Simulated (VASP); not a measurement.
Wanted: the native input for a VASP 6.6.1 run.

```
Task                   : single point
Functional             : PBEsol
Potentials or basis    : VASP PAW PBE potentials, release 64 (Sc_sv)
Cutoff                 : 520 eV
k mesh                 : 9 × 9 × 9
Occupations            : fermi-dirac, width 0.1 eV
Spin                   : no spin polarisation
Dipole correction      : no
Further INCAR settings : ALGO = Normal; EDIFF = 1e-06; NBANDS = 12
```

The structure of Sc lies in POSCAR:

```
Sc
1.0
    1.5250340454      1.5250340454      1.5250340454
   -1.5250340454      1.5250340454      1.5250340454
   -1.5250340454     -1.5250340454      1.5250340454
Sc
1
Direct
    0.0000000000      0.0000000000      0.0000000000
```

The input as run:

INCAR

```
PREC = Accurate ; ENCUT = 520
EDIFF = 1E-6 ; ISMEAR = -1
SIGMA = 0.1 ; LREAL = False
LASPH = True ; NELM = 80
ALGO = Normal ; ISIF = 2
LWAVE = False ; LCHARG = False
GGA = PS ; NBANDS = 12
```

KPOINTS

```
regular mesh
0
Gamma
  9 9 9
```

Potentials or basis: VASP PAW PBE potentials, release 64 (Sc_sv).

Command:

```console
$ cat potpaw_PBE.64/Sc_sv/POTCAR > POTCAR
$ mpirun -np 1 vasp_std > vasp.out
```

Results of the run:

| Property | Result |
| --- | --- |
| Pressure | 60.5 GPa |

Caveat: the PAW data sets were made with another functional, which shifts forces and pressure a little.

It took 2.7 s on 1 thread of Intel(R) Xeon(R) 6975P-C (Granite Rapids), on a shared host, peak memory 0.12 GiB.
